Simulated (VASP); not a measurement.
# Rh (P6_3/mmc) in VASP: a series of runs, part 2 of 2

VASP 6.6.1. Earlier steps stand in the parts before.

### Step 3. Single point, LDA (volume scaled by 0.92)

INCAR reads:

```
ALGO = Normal ; EDIFF = 1E-6
ENCUT = 520 ; ISIF = 2
ISMEAR = -1 ; LASPH = True
LCHARG = False ; LREAL = False
LWAVE = False ; NBANDS = 22
NELM = 100 ; PREC = Accurate
SIGMA = 0.1
```

KPOINTS reads:

```
k-points
0
Gamma
  15 15 8
```

POSCAR reads:

```
Rh
1.0
    2.5965020826      0.0000000000      0.0000000000
   -1.2982510413      2.2486367646      0.0000000000
    0.0000000000      0.0000000000      4.1890919019
Rh
2
Direct
    0.3333333333      0.6666666667      0.2500000000
    0.6666666667      0.3333333333      0.7500000000
```

Potentials or basis: VASP PAW LDA potentials, release 64 (Rh_pv).

Started as:

```sh
$ cat potpaw_LDA.64/Rh_pv/POTCAR > POTCAR
$ mpirun -np 1 vasp_std > vasp.out
```

OUTCAR:

```text
EDIFF = 1E-6
   ENCUT = 520
   ISIF = 2
   ISMEAR = -1
   LASPH = True
   LREAL = False
   NELM = 100
   PREC = Accurate

 ion  position               nearest neighbor table
   1  0.333  0.667  0.250-   2 2.58   2 2.58   2 2.58   2 2.58   2 2.58   2 2.58
   2  0.667  0.333  0.750-   1 2.58   1 2.58   1 2.58   1 2.58   1 2.58   1 2.58

  LATTYP: Found a hexagonal cell.
 ALAT       =     2.5965020826
 C/A-ratio  =     1.6133597311

  Lattice vectors:

 A1 = (   2.5965020826,   0.0000000000,   0.0000000000)
 A2 = (  -1.2982510413,   2.2486367646,   0.0000000000)
 A3 = (   0.0000000000,   0.0000000000,   4.1890919019)

Analysis of symmetry for initial positions (statically):
=====================================================================
 Subroutine PRICEL returns:
 Original cell was already a primitive cell.

 Routine SETGRP: Setting up the symmetry group for a
 hexagonal supercell.

 Subroutine GETGRP returns: Found 24 space group operations
 (whereof 12 operations were pure point group operations)
 out of a pool of 24 trial point group operations.

The static configuration has the point symmetry D_3d.
 The point group associated with its full space group is D_6h.

Analysis of symmetry for dynamics (positions and initial velocities):
=====================================================================
 Subroutine PRICEL returns:
 Original cell was already a primitive cell.

 Routine SETGRP: Setting up the symmetry group for a
 hexagonal supercell.

 Subroutine GETGRP returns: Found 24 space group operations
 (whereof 12 operations were pure point group operations)
 out of a pool of 24 trial point group operations.

The dynamic configuration has the point symmetry D_3d.
 The point group associated with its full space group is D_6h.

 Subroutine INISYM returns: Found 24 space group operations
 (whereof 12 operations are pure point group operations),
 and found     1 'primitive' translations

----------------------------------------------------------------------------------------

                                     Primitive cell

[... 104 lines left out ...]
   EFERMI =   0.00;   METHOD = LEGACY
   ISMEAR =    -1;   SIGMA  =   0.10  broadening in eV -4-tet -1-fermi 0-gaus
   EFERMI_NEDOS =   21; number of points for ismear=-14 and -15
   IALGO  =     38    algorithm
   IMIX   =      4    mixing-type and parameters
     AMIX     =   0.40;   BMIX     =  1.00
     AMIX_MAG =   1.60;   BMIX_MAG =  1.00
  volume/ion in A,a.u.               =      12.23        82.53
  Fermi-wavevector in a.u.,A,eV,Ry     =   1.752424  3.311602 41.783373  3.070991
  Thomas-Fermi vector in A             =   2.822757
   LORBIT       =      0    0 simple, 1 ext, 2 COOP (PROOUT), +10 PAW based schemes
   GGA     = CA    functional components
   LHFCALC =     F    Hartree Fock is set to
   AEXX    =    0.0000 exact exchange contribution
   IVDW    =     0    specifies the selected vdW correction
   LEPSILON=     F    determine dielectric tensor
   LRPA    =     F    only Hartree local field effects (RPA)
 non-spin polarized calculation
  energy-cutoff  :      520.00
  volume of cell :       24.46
 maximum number of plane-waves:       673
 NGX is ok and might be reduce to    20
   NGX =  9   NGY =  9   NGZ = 15

 number of electron      30.0000003 magnetization

 Free energy of the ion-electron system (eV)
  ---------------------------------------------------
  ext. energy  EPLUGINS =         0.00000000
  ---------------------------------------------------
  free energy    TOTEN  =       -17.12484882 eV

  energy without entropy =      -17.03569763  energy(sigma->0) =      -17.08027322

 E-fermi :  14.1264     XC(G=0): -15.1081

 val. band max:       14.1203711947   @ k =   0.0000   0.0000   0.1250
 cond. band min:      14.1334832972   @ k =   0.2667   0.2000   0.3750
 fundamental gap:      0.0131121025
 Fermi energy:        14.1264257465

 k-point     1 :       0.0000    0.0000    0.0000
  band No.  band energies     occupation
      1     -33.4755      2.00000
      2     -32.4875      2.00000
      3     -32.4875      2.00000
      4     -32.3329      2.00000
      5     -32.3270      2.00000
      6     -32.3270      2.00000
[... 589 lines left out ...]
     21      27.6901      0.00000
     22      29.8109      0.00000

 [... further k-points ...]
[... 5 lines left out ...]
  --------------------------------------------------------------------------------------
  -------------------------------------------------------------------------------------
  Total        5.0550787      5.0550787      5.1294569     -0.0000000     -0.0000000      0.0000000
  in kB      331.1392267    331.1392267    336.0114663     -0.0000000     -0.0000000      0.0000000
  external PRESSURE =     332.7633066 kB  Pullay stress =       0.0000000 kB

 VOLUME and BASIS-vectors are now :
 -----------------------------------------------------------------------------
  energy-cutoff  :      520.00
  volume of cell :       24.46
      direct lattice vectors                 reciprocal lattice vectors
     2.596502083  0.000000000  0.000000000     0.385133525  0.222356944  0.000000000
    -1.298251041  2.248636765  0.000000000     0.000000000  0.444713889  0.000000000
     0.000000000  0.000000000  4.189091902     0.000000000  0.000000000  0.238715221

 POSITION                                       TOTAL-FORCE (eV/Angst)
 -----------------------------------------------------------------------------------
     -0.00000      1.49909      1.04727        -0.000000      0.000000      0.000000
      1.29825      0.74955      3.14182         0.000000     -0.000000      0.000000
 -----------------------------------------------------------------------------------
    total drift:                                0.000000     -0.000000      0.000000

  FREE ENERGIE OF THE ION-ELECTRON SYSTEM (eV)
  ---------------------------------------------------
  free  energy   TOTEN  =       -17.1248488166 eV

  energy  without entropy=      -17.0356976266  energy(sigma->0) =      -17.08027322
```

OSZICAR:

```text
N       E                     dE             d eps       ncg     rms          rms(c)
DAV:   1     0.330059977968E+03    0.33006E+03   -0.18778E+04  5948   0.163E+03
DAV:   2    -0.105515946862E+02   -0.34061E+03   -0.32825E+03  6174   0.486E+02
DAV:   3    -0.181124246233E+02   -0.75608E+01   -0.75194E+01  6960   0.812E+01
DAV:   4    -0.181617987468E+02   -0.49374E-01   -0.49369E-01  6640   0.661E+00
DAV:   5    -0.181625593137E+02   -0.76057E-03   -0.76056E-03  6990   0.837E-01    0.207E+01
DAV:   6    -0.171988403470E+02    0.96372E+00   -0.19037E+00  6576   0.152E+01    0.805E+00
DAV:   7    -0.171344251982E+02    0.64415E-01   -0.89694E-02  7026   0.285E+00    0.283E+00
DAV:   8    -0.171254793792E+02    0.89458E-02   -0.18742E-02  6408   0.166E+00    0.548E-01
DAV:   9    -0.171248336181E+02    0.64576E-03   -0.75069E-04  6846   0.343E-01    0.756E-02
DAV:  10    -0.171248491072E+02   -0.15489E-04   -0.87786E-06  6960   0.277E-02    0.808E-03
DAV:  11    -0.171248488166E+02    0.29063E-06   -0.18377E-06  4604   0.151E-02
   1 F= -.17124849E+02 E0= -.17080273E+02  d E =-.891512E-01
```

stdout:

```text
POSCAR found type information on POSCAR Rh
 POSCAR found :  1 types and       2 ions
 scaLAPACK will be used
 LDA part: xc-table for (Slater(with rela. corr.)+CA(PZ))
 , standard interpolation
 POSCAR, INCAR and KPOINTS ok, starting setup
 FFT: planning ... GRIDC
 FFT: planning ... GRID_SOFT
 FFT: planning ... GRID
 WAVECAR not read
 entering main loop
```

Wall time 27 s (1 thread of Intel Xeon Platinum 8488C (Sapphire Rapids), shared host); peak memory 0.17 GiB.

What came out:

- Free energy: -17.1248 eV
- Pressure: 33.3 GPa
- Band gap on the k mesh: zero (band 15 reaches 14.94 eV, above the bottom of band 16 at 12.08 eV)

Levels at points of the mesh, in eV from the Fermi level:
```tsv
k point	band 11	band 12	band 13	band 14	band 15	band 16	band 17	band 18	band 19	band 20
(0.00, 0.00, 0.00)	-3.68	-3.03	-3.03	-2.33	-2.33	0.17	0.17	0.61	9.87	15.75
(0.00, 0.00, 0.50)	-3.81	-3.81	-3.81	-3.81	-0.51	-0.51	-0.51	-0.51	15.10	15.10
```

Caveat: the cell differs from its parent crystal (volume scaled by 0.92).

### Step 4. Single point, LDA (volume scaled by 0.96)

INCAR reads:

```
ALGO     = Normal         # electronic algorithm
EDIFF    = 1E-7           # SCF threshold, eV
ENCUT    = 520            # plane-wave cutoff, eV
GGA      = CA             # functional
ISIF     = 2              # what is computed and relaxed
ISMEAR   = -1             # smearing method
LASPH    = T              # aspherical terms in the spheres
LCHARG   = F              # write CHGCAR
LREAL    = F              # projectors in reciprocal space
LWAVE    = F              # write WAVECAR
NBANDS   = 22             # bands
NELM     = 100            # most SCF steps
PREC     = Accurate       # precision mode
SIGMA    = 0.1            # smearing width, eV
```

KPOINTS is that of step 3.

POSCAR reads:

```
Rh
1.0
    2.6335999817      0.0000000000      0.0000000000
   -1.3167999908      2.2807644875      0.0000000000
    0.0000000000      0.0000000000      4.2489441583
Rh
2
Direct
    0.3333333333      0.6666666667      0.2500000000
    0.6666666667      0.3333333333      0.7500000000
```

Started as:

```sh
$ cat potpaw_LDA.64/Rh_pv/POTCAR > POTCAR
$ mpirun -np 1 vasp_std > vasp.out
```

Run time: 30 s. Hardware: 1 thread of Intel Xeon Platinum 8488C (Sapphire Rapids), shared host; peak memory 0.17 GiB.

The run converged. Its results:

| Item | Value |
| --- | --- |
| Free energy | -17.2839 eV |
| Pressure | 15.1 GPa |
| Band gap on the k mesh | zero (band 15 reaches 14.00 eV, above the bottom of band 16 at 11.33 eV) |

Levels at points of the mesh, in eV from the Fermi level:
```
           k point  band 12  band 13  band 14  band 15  band 16  band 17  band 18  band 19
(0.00, 0.00, 0.00)    -2.84    -2.84    -2.18    -2.18     0.16     0.16     0.64     9.39
(0.00, 0.00, 0.50)    -3.57    -3.57    -3.57    -0.48    -0.48    -0.48    -0.48    15.06
```

Caveat: the cell differs from its parent crystal (volume scaled by 0.96).

### Step 5. Single point, LDA

This run uses another cell than the first one, of 13.29 Å³/atom, 1.136 times its volume.

INCAR reads:

```
  PREC = Accurate
  ENCUT = 520
  EDIFF = 1E-7
  ISMEAR = -1
  SIGMA = 0.1
  LREAL = False
  LASPH = True
  NELM = 100
  ALGO = Normal
  ISIF = 2
  LWAVE = False
  LCHARG = False
  NBANDS = 22
```

KPOINTS reads:

```
Automatic mesh
0
Gamma
  15 15 8
```

POSCAR reads:

```
Rh
1.0
    2.6696811773      0.0000000000      0.0000000000
   -1.3348405886      2.3120117196      0.0000000000
    0.0000000000      0.0000000000      4.3071561064
Rh
2
Direct
    0.3333333333      0.6666666667      0.2500000000
    0.6666666667      0.3333333333      0.7500000000
```

Started as:

```sh
$ cat potpaw_LDA.64/Rh_pv/POTCAR > POTCAR
$ mpirun -np 1 vasp_std > vasp.out
```

Wall time 30 s (1 thread of Intel Xeon Platinum 8488C (Sapphire Rapids), shared host); peak memory 0.17 GiB.

It converged, with:

| Quantity | Value |
| --- | --- |
| Free energy | -17.3358 eV |
| Pressure | 0.9 GPa |
| Band gap on the k mesh | zero (band 15 reaches 13.14 eV, above the bottom of band 16 at 10.65 eV) |

Stress tensor (GPa, compression positive):
```
0.99 0.00 0.00
0.00 0.99 0.00
0.00 0.00 0.59
```

Levels at points of the mesh, in eV from the Fermi level:
```csv
k point,band 12,band 13,band 14,band 15,band 16,band 17,band 18,band 19
"(0.00, 0.00, 0.00)",-2.66,-2.66,-2.04,-2.04,0.15,0.15,0.68,8.96
"(0.00, 0.00, 0.50)",-3.34,-3.34,-3.34,-0.45,-0.45,-0.45,-0.45,14.97
```

### Step 6. Single point, LDA (volume scaled by 1.04)

INCAR reads:

```
PREC = Accurate
ENCUT = 520
EDIFF = 1E-7
ISMEAR = -1
SIGMA = 0.1
LREAL = False
LASPH = True
NELM = 100
ALGO = Normal
ISIF = 2
LWAVE = False
LCHARG = False
NBANDS = 22
```

KPOINTS is that of step 5.

POSCAR reads:

```
Rh
1.0
    2.7048125900      0.0000000000      0.0000000000
   -1.3524062950      2.3424364154      0.0000000000
    0.0000000000      0.0000000000      4.3638357130
Rh
2
Direct
    0.3333333333      0.6666666667      0.2500000000
    0.6666666667      0.3333333333      0.7500000000
```

Potentials or basis: VASP PAW LDA potentials, release 64 (Rh_pv).

Started as:

```sh
$ cat potpaw_LDA.64/Rh_pv/POTCAR > POTCAR
$ mpirun -np 1 vasp_std > vasp.out
```

It took 28 s on 1 thread of Intel Xeon Platinum 8488C (Sapphire Rapids), shared host; peak memory 0.17 GiB.

Results (log left out):

* Free energy: -17.3036 eV
* Pressure: -10.4 GPa
* Band gap on the k mesh: zero (band 15 reaches 12.34 eV, above the bottom of band 16 at 10.01 eV)

Stress tensor (GPa, compression positive):
```
-10.13   0.00   0.00
  0.00 -10.13   0.00
  0.00   0.00 -10.82
```

Levels at points of the mesh, in eV from the Fermi level:
| k point | band 12 | band 13 | band 14 | band 15 | band 16 | band 17 | band 18 | band 19 |
| --- | --- | --- | --- | --- | --- | --- | --- | --- |
| (0.00, 0.00, 0.00) | -2.50 | -2.50 | -1.92 | -1.92 | 0.15 | 0.15 | 0.73 | 8.56 |
| (0.00, 0.00, 0.50) | -3.14 | -3.14 | -3.14 | -0.42 | -0.42 | -0.42 | -0.42 | 14.84 |

Caveat: the cell differs from its parent crystal (volume scaled by 1.04).

### Step 7. The runs side by side

```csv
cell,gap on the mesh (eV),pressure (GPa)
"a = 2.558, b = 2.558, c = 4.127 Å, angles 90.0, 90.0, 120.0°, 2 atoms",none,56.5
"a = 2.597, b = 2.597, c = 4.189 Å, angles 90.0, 90.0, 120.0°, 2 atoms",none,33.3
"a = 2.634, b = 2.634, c = 4.249 Å, angles 90.0, 90.0, 120.0°, 2 atoms",none,15.1
"a = 2.670, b = 2.670, c = 4.307 Å, angles 90.0, 90.0, 120.0°, 2 atoms",none,0.9
"a = 2.705, b = 2.705, c = 4.364 Å, angles 90.0, 90.0, 120.0°, 2 atoms",none,-10.4
```

Alike in all rows: task single point; level LDA; potentials or basis VASP PAW LDA potentials, release 64 (Rh_pv); no spin polarisation; k mesh 15 × 15 × 8; cutoff (eV) 520; smearing fermi-dirac 0.1 eV.

Total energies depend on the potentials used, so only differences within one code and one set of settings carry meaning.
